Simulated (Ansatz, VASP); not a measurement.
PtSe2 in VASP and in Ansatz

File INCAR:

```
SYSTEM = PtSe2
PREC     = Accurate       ! precision mode
ENCUT    = 520            ! plane-wave cutoff, eV
EDIFF    = 1E-6           ! SCF threshold, eV
ISMEAR   = 0              ! smearing method
SIGMA    = 0.15           ! smearing width, eV
LREAL    = .False.        ! projectors in reciprocal space
LASPH    = .True.         ! aspherical terms in the spheres
NELM     = 60             ! most SCF steps
ALGO     = Normal         ! electronic algorithm
ISIF     = 2              ! what is computed and relaxed
LWAVE    = .False.        ! write WAVECAR
LCHARG   = .True.         ! write CHGCAR
GGA      = PS             ! functional
LELF     = .True.         ! ELF
LVHAR    = .True.       
NBANDS   = 18             ! bands
```

Contents of KPOINTS:

```
Automatic mesh
0
Gamma
  12 12 10
  0 0 0
```

Contents of POSCAR:

```
PtSe2
1.0
    3.7607249071      0.0000000000      0.0000000000
   -1.8803624535      3.2568833062      0.0000000000
    0.0000000000      0.0000000000      4.9362599648
Pt Se
1 2
Direct
    0.0000000000      0.0000000000      0.0000000000
    0.3333333333      0.6666666667      0.2606754608
    0.6666666667      0.3333333333      0.7393245392
```

Input for Ansatz:

```yaml
crystal:
  lattice:
    - [3.7607249071, 0.0, 0.0]
    - [-1.8803624535, 3.2568833062, 0.0]
    - [0.0, 0.0, 4.9362599648]
  atoms:
    - { symbol: Pt, position: [0.0, 0.0, 0.0] }
    - { symbol: Se, position: [0.3333333333, 0.6666666667, 0.2606754608] }
    - { symbol: Se, position: [0.6666666667, 0.3333333333, 0.7393245392] }
basis:
  ecutwfc: 420
kpoints:
  mp_grid: { grid: [12, 12, 10] }
hamiltonian:
  xc: pbesol
scf:
  occupations: { method: gaussian, width: 0.15 }
output:
  forces: true
  stress: true
  eigenvalues: true
```

Change from the starting cell: strain +0.0150 x Voigt [0, 0, 1, 0, 0, 0], atoms carried along.

Alike in both runs: task single point; functional PBEsol; k mesh 12 × 12 × 10; occupations gaussian, width 0.15 eV; no spin polarisation.

|  | VASP | Ansatz |
| --- | --- | --- |
| version | VASP 6.6.1 | Ansatz 0.2.0 |
| potentials or method | VASP PAW PBE potentials, release 64 (Pt, Se), cutoff 520 eV | scalar-relativistic, plane waves, PAW |
| valence electrons in the cell | 22 | 50 |

|  | VASP | Ansatz | Ansatz less VASP |
| --- | --- | --- | --- |
| gap on the k mesh at the Fermi level (eV) | none | none | - |
| pressure (GPa) | -1.4 | -1.5 | -0.07 |
| traceless stress, the component that is largest in VASP (GPa) | -0.25 | -0.22 | +0.025 |
| rms of the force components (eV/Å) | 0.078 | 0.085 | +0.0063 |

VASP's potentials were made for PBE, not for PBEsol. Atom by atom the forces differ by 0.006 eV/Å (rms over components). A gap of «none» marks a metal or a gap that the smearing closes. VASP's potentials hold 22 valence electrons a cell and Ansatz's 50, so a difference there can come from the potentials and not from the codes.

Neither program's run includes spin-orbit coupling.
